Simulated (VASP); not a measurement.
# MoSe (Fm-3m) in VASP: further runs, part 2 of 2

VASP 6.6.1. Earlier steps stand in the parts before.

**4. Single point, r2SCAN+U, collinear spin, ferromagnetic start**

This run uses another cell than the first one, of 21.44 Å³/atom, 1.150 times its volume.

Contents of POSCAR:

```
MoSe
1.0
    0.0000000000      2.7781697501      2.7781697501
    2.7781697501      0.0000000000      2.7781697501
    2.7781697501      2.7781697501      0.0000000000
Mo Se
1 1
Direct
    0.0000000000      0.0000000000      0.0000000000
    0.5000000000      0.5000000000      0.5000000000
```

Contents of INCAR.step1:

```
PREC     = Accurate       # precision mode
ENCUT    = 520            # plane-wave cutoff, eV
ISMEAR   = 0              # smearing method
SIGMA    = 0.1            # smearing width, eV
LREAL    = False          # projectors in reciprocal space
LASPH    = True           # aspherical terms in the spheres
NELM     = 150            # most SCF steps
ISPIN    = 2              # spin polarisation
MAGMOM   = 2 0            # initial moments
LMAXMIX  = 4              # l up to which the mixer works
LDAU     = True           # DFT+U
LDAUTYPE = 2            
LDAUL    = 2 -1           # shell
LDAUU    = 4.38 0         # U, eV
LDAUJ    = 0 0          
NBANDS   = 21             # bands
GGA      = PE             # functional
ALGO     = Normal         # electronic algorithm
EDIFF    = 1E-4           # SCF threshold, eV
LWAVE    = True           # write WAVECAR
LCHARG   = False          # write CHGCAR
```

Contents of INCAR.step2:

```
PREC     = Accurate       # precision mode
ENCUT    = 520            # plane-wave cutoff, eV
EDIFF    = 1E-6           # SCF threshold, eV
ISMEAR   = 0              # smearing method
SIGMA    = 0.1            # smearing width, eV
LREAL    = False          # projectors in reciprocal space
LASPH    = True           # aspherical terms in the spheres
NELM     = 150            # most SCF steps
ALGO     = Normal         # electronic algorithm
ISIF     = 2              # what is computed and relaxed
LWAVE    = False          # write WAVECAR
LCHARG   = True           # write CHGCAR
ISPIN    = 2              # spin polarisation
MAGMOM   = 2 0            # initial moments
LORBIT   = 11             # projections on sites
LMAXMIX  = 4              # l up to which the mixer works
LDAU     = True           # DFT+U
LDAUTYPE = 2            
LDAUL    = 2 -1           # shell
LDAUU    = 4.38 0         # U, eV
LDAUJ    = 0 0          
LDAUPRINT= 1            
METAGGA  = R2SCAN         # meta-GGA
LMIXTAU  = True         
LELF     = True           # ELF
LVHAR    = True         
NBANDS   = 21             # bands
ISTART   = 1
```

Contents of KPOINTS:

```
Automatic mesh
0
Gamma
  12 12 12
```

Potentials or basis: VASP PAW PBE potentials, release 64 (Mo_sv, Se).

Launch:

```
> cat potpaw_PBE.64/Mo_sv/POTCAR potpaw_PBE.64/Se/POTCAR > POTCAR
> cp INCAR.step1 INCAR
> mpirun -np 1 vasp_std > vasp.out
> cp INCAR.step2 INCAR
> mpirun -np 1 vasp_std > vasp.out
```

OUTCAR:

```text
PREC = Accurate
   ENCUT = 520
   EDIFF = 1E-6
   ISMEAR = 0
   LREAL = False
   LASPH = True
   NELM = 150
   ISIF = 2
   ISPIN = 2
   LORBIT = 11
   METAGGA = R2SCAN
   ISTART = 1

 ion  position               nearest neighbor table
   1  0.000  0.000  0.000-   2 2.78   2 2.78   2 2.78   2 2.78   2 2.78   2 2.78
   2  0.500  0.500  0.500-   1 2.78   1 2.78   1 2.78   1 2.78   1 2.78   1 2.78

  LATTYP: Found a face centered cubic cell.
 ALAT       =     5.5563395002

  Lattice vectors:

 A1 = (   0.0000000000,   2.7781697501,   2.7781697501)
 A2 = (   2.7781697501,   0.0000000000,   2.7781697501)
 A3 = (   2.7781697501,   2.7781697501,   0.0000000000)

Analysis of symmetry for initial positions (statically):
=====================================================================
 Subroutine PRICEL returns:
 Original cell was already a primitive cell.

 Routine SETGRP: Setting up the symmetry group for a
 face centered cubic supercell.

[... 231 lines left out ...]
      3     -30.2357      1.00000
      4     -30.2357      1.00000
      5      -7.9704      1.00000
      6       3.4287      1.00000
[... 1145 lines left out ...]
     20      23.1110      0.00000
     21      23.7908      0.00000

 [... further k-points ...]

------------------------ aborting loop because EDIFF is reached ----------------------------------------

  FORCE on cell =-STRESS in cart. coord.  units (eV):
  Direction    XX          YY          ZZ          XY          YZ          ZX
  --------------------------------------------------------------------------------------
  -------------------------------------------------------------------------------------
  Total        1.5616872      1.5616872      1.5616872     -0.0000000      0.0000000     -0.0000000
  in kB       58.3442841     58.3442841     58.3442841     -0.0000000      0.0000000     -0.0000000
  external PRESSURE =      58.3442841 kB  Pullay stress =       0.0000000 kB

 VOLUME and BASIS-vectors are now :
 -----------------------------------------------------------------------------
  energy-cutoff  :      520.00
  volume of cell :       42.89
      direct lattice vectors                 reciprocal lattice vectors
     0.000000000  2.778169750  2.778169750    -0.179974604  0.179974604  0.179974604
     2.778169750  0.000000000  2.778169750     0.179974604 -0.179974604  0.179974604
     2.778169750  2.778169750  0.000000000     0.179974604  0.179974604 -0.179974604

 POSITION                                       TOTAL-FORCE (eV/Angst)
 -----------------------------------------------------------------------------------
      0.00000      0.00000      0.00000         0.000000     -0.000000      0.000000
      2.77817      2.77817      2.77817        -0.000000      0.000000     -0.000000
 -----------------------------------------------------------------------------------
    total drift:                               -0.000000      0.000000      0.000000

  FREE ENERGIE OF THE ION-ELECTRON SYSTEM (eV)
  ---------------------------------------------------
  free  energy   TOTEN  =       -37.1509069041 eV

  energy  without entropy=      -37.1463158184  energy(sigma->0) =      -37.14861136

 total charge

# of ion       s       p       d       tot
------------------------------------------
    1        2.196   6.063   3.958  12.217
    2        1.443   2.478   0.045   3.966
--------------------------------------------------
tot          3.639   8.540   4.003  16.182

 magnetization (x)

# of ion       s       p       d       tot
------------------------------------------
    1        0.081   0.029   3.535   3.645
    2        0.018  -0.136   0.037  -0.081
--------------------------------------------------
tot          0.099  -0.107   3.572   3.564
```

OSZICAR.step1:

```text
N       E                     dE             d eps       ncg     rms          rms(c)
DAV:   1     0.139800705128E+03    0.13980E+03   -0.10101E+04  6048   0.899E+02
DAV:   2    -0.465355640390E+01   -0.14445E+03   -0.13949E+03  7103   0.256E+02
DAV:   3    -0.870032913517E+01   -0.40468E+01   -0.39998E+01  7207   0.388E+01
DAV:   4    -0.871877415346E+01   -0.18445E-01   -0.18441E-01  6613   0.301E+00
DAV:   5    -0.871886470879E+01   -0.90555E-04   -0.90555E-04  7209   0.218E-01    0.904E+00
DAV:   6    -0.996341808231E+01   -0.12446E+01   -0.60745E+00  6373   0.106E+01    0.705E+00
DAV:   7    -0.102991630466E+02   -0.33574E+00   -0.21640E-01  6603   0.315E+00    0.353E+00
DAV:   8    -0.103349806419E+02   -0.35818E-01   -0.73847E-02  6608   0.202E+00    0.202E+00
DAV:   9    -0.103386669451E+02   -0.36863E-02   -0.24374E-02  6871   0.123E+00    0.781E-01
DAV:  10    -0.103398520340E+02   -0.11851E-02   -0.25397E-03  6423   0.350E-01    0.266E-01
DAV:  11    -0.103401241189E+02   -0.27208E-03   -0.36508E-04  6908   0.150E-01    0.608E-02
DAV:  12    -0.103401454243E+02   -0.21305E-04   -0.68216E-05  4697   0.583E-02
   1 F= -.10340145E+02 E0= -.10337254E+02  d E =-.578382E-02  mag=     3.8951
```

Wall time 6.2 min (1 thread of Intel Xeon 6975P-C, shared host); peak memory 0.27 GiB.

What came out:

```yaml
Free_energy: -37.1509 eV
Pressure: 5.8 GPa
Band_gap_on_the_k_mesh: zero (filled and empty bands overlap)
Net_moment: 3.99 μB per cell
Site_moments: Mo +3.65; Se -0.08 μB
Valence_electrons_inside_the_program's_atomic_spheres: Mo 12.22; Se 3.97
```

Eigenvalues of the final occupation matrices:
```
    site  spin  trace               eigenvalues
site 1 d     1   3.78  0.60 0.60 0.86 0.86 0.86
site 1 d     2   0.22  0.02 0.02 0.02 0.08 0.08
```

Caveat: the PAW data sets were made with another functional, which shifts forces and pressure a little. The state reached can hang on the start; a lower one may exist.

**5. Single point, r2SCAN+U, collinear spin, ferromagnetic start**

This run uses another cell than the first one, of 22.37 Å³/atom, 1.200 times its volume.

Contents of POSCAR:

```
MoSe
1.0
    0.0000000000      2.8178632522      2.8178632522
    2.8178632522      0.0000000000      2.8178632522
    2.8178632522      2.8178632522      0.0000000000
Mo Se
1 1
Direct
    0.0000000000      0.0000000000      0.0000000000
    0.5000000000      0.5000000000      0.5000000000
```

Contents of INCAR.step1:

```
SYSTEM = MoSe
PREC = Accurate ; ENCUT = 520
ISMEAR = 0 ; SIGMA = 0.1
LREAL = .False. ; LASPH = .True.
NELM = 150 ; ISPIN = 2
MAGMOM = 2 0 ; LMAXMIX = 4
LDAU = .True. ; LDAUTYPE = 2
LDAUL = 2 -1 ; LDAUU = 4.38 0
LDAUJ = 0 0 ; NBANDS = 21
GGA = PE ; ALGO = Normal
EDIFF = 1E-4 ; LWAVE = .True.
LCHARG = .False.
```

Contents of INCAR.step2:

```
SYSTEM = MoSe
PREC = Accurate ; ENCUT = 520
EDIFF = 1E-6 ; ISMEAR = 0
SIGMA = 0.1 ; LREAL = .False.
LASPH = .True. ; NELM = 150
ALGO = Normal ; ISIF = 2
LWAVE = .False. ; LCHARG = .False.
ISPIN = 2 ; MAGMOM = 2 0
LORBIT = 11 ; LMAXMIX = 4
LDAU = .True. ; LDAUTYPE = 2
LDAUL = 2 -1 ; LDAUU = 4.38 0
LDAUJ = 0 0 ; LDAUPRINT = 1
METAGGA = R2SCAN ; LMIXTAU = .True.
NBANDS = 21 ; ISTART = 1
```

Contents of KPOINTS:

```
regular mesh
0
Gamma
  12 12 12
  0 0 0
```

Launch:

```
> cat potpaw_PBE.64/Mo_sv/POTCAR potpaw_PBE.64/Se/POTCAR > POTCAR
> cp INCAR.step1 INCAR
> mpirun -np 1 vasp_std > vasp.out
> cp INCAR.step2 INCAR
> mpirun -np 1 vasp_std > vasp.out
```

Run time: 5.8 min. Hardware: 1 thread of Intel Xeon 6975P-C, shared host; peak memory 0.27 GiB.

Results (log left out):

```
Free energy                                           : -37.1960 eV
Pressure                                              : 2.0 GPa
Band gap on the k mesh                                : zero (filled and empty bands overlap)
Net moment                                            : 4.00 μB per cell
Site moments                                          : Mo +3.67; Se -0.10 μB
Valence electrons inside the program's atomic spheres : Mo 12.18; Se 3.94
```

Levels at points of the mesh, in eV from the Fermi level:
Spin up:
| k point | band 10 | band 11 | band 12 | band 13 | band 14 | band 15 |
| --- | --- | --- | --- | --- | --- | --- |
| (0.00, 0.00, 0.00) | -2.43 | -2.23 | -2.23 | -2.23 | 1.05 | 8.27 |
| (0.50, 0.00, 0.00) | -2.81 | -2.20 | 2.50 | 2.50 | 2.50 | 5.78 |
| (0.50, 0.50, 0.00) | -2.66 | -2.66 | -1.90 | -0.54 | 1.24 | 7.31 |
Spin down:
| k point | band 5 | band 6 | band 7 | band 8 | band 9 | band 10 | band 11 | band 12 |
| --- | --- | --- | --- | --- | --- | --- | --- | --- |
| (0.00, 0.00, 0.00) | -15.15 | -2.31 | -2.31 | -2.31 | 2.05 | 2.05 | 2.05 | 2.13 |
| (0.50, 0.00, 0.00) | -14.22 | -6.25 | -3.80 | -3.80 | 3.29 | 4.24 | 4.24 | 4.29 |
| (0.50, 0.50, 0.00) | -14.27 | -5.40 | -3.49 | -3.49 | 0.18 | 2.99 | 3.36 | 4.54 |

Eigenvalues of the final occupation matrices:
```
    site  spin  trace               eigenvalues
site 1 d     1   3.78  0.60 0.60 0.86 0.86 0.86
site 1 d     2   0.19  0.01 0.01 0.01 0.08 0.08
```

Caveat: the PAW data sets were made with another functional, which shifts forces and pressure a little. The state reached can hang on the start; a lower one may exist.

**6. The runs side by side**

| cell | gap on the mesh (eV) | pressure (GPa) | moment (μB) |
| --- | --- | --- | --- |
| a = 3.750 Å, angles 60.0°, 2 atoms | none | 20.3 | 3.66 |
| a = 3.842 Å, angles 60.0°, 2 atoms | none | 12.3 | 3.88 |
| a = 3.929 Å, angles 60.0°, 2 atoms | none | 5.8 | 3.99 |
| a = 3.985 Å, angles 60.0°, 2 atoms | none | 2.0 | 4.00 |

Alike in all rows: task single point; level r2SCAN+U; potentials or basis VASP PAW PBE potentials, release 64 (Mo_sv, Se); spin collinear, ferromagnetic start; Mo d U = 4.38 eV; k mesh 12 × 12 × 12; cutoff (eV) 520; smearing gaussian 0.1 eV.

Caveats: the PAW data sets were made with another functional, which shifts forces and pressure a little.

Total energies depend on the potentials used, so only differences within one code and one set of settings carry meaning.
